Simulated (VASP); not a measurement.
Here is a VASP 6.6.1 calculation.

File INCAR:

```
SYSTEM = Sr
  ALGO = Normal
  EDIFF = 1E-6
  EDIFFG = -0.005
  ENCUT = 600
  GGA = PE
  IBRION = 2
  ISIF = 3
  ISMEAR = -1
  LASPH = .TRUE.
  LCHARG = .FALSE.
  LREAL = .FALSE.
  LWAVE = .FALSE.
  NELM = 100
  NSW = 60
  PREC = Accurate
  SIGMA = 0.05
```

KPOINTS

```
k-points
0
G
  12 12 12
  0 0 0
```

Contents of POSCAR:

```
Sr
1.0
   -2.3962905660      2.3962905660      2.3962905660
    2.3962905660     -2.3962905660      2.3962905660
    2.3962905660      2.3962905660     -2.3962905660
Sr
1
Direct
    0.0000000000      0.0000000000      0.0000000000
```

Potentials or basis: VASP PAW PBE potentials, release 64 (Sr_sv).

Command:

```bash
$ cat potpaw_PBE.64/Sr_sv/POTCAR > POTCAR
$ mpirun -np 1 vasp_std > vasp.out
```

Estimate the relaxed volume.

53.94 Å³/atom.

Predict the relaxed cell.

a = 4.123 Å, b = 4.123 Å, c = 4.123 Å, α = 109.47°, β = 109.47°, γ = 109.47°.

Predict the band gap on the k mesh.

zero (bands 5 and 6 overlap by 0.51 eV).

Step by step:
```tsv
step	energy change (eV)	largest force (eV/Å)	pressure (GPa)	volume (Å³)
1	0.0000	0.0000	-0.24	55.04
2	-0.0007	0.0000	-0.09	54.40
3	-0.0008	0.0000	-0.03	54.08
4	-0.0008	0.0000	0.00	53.94
```
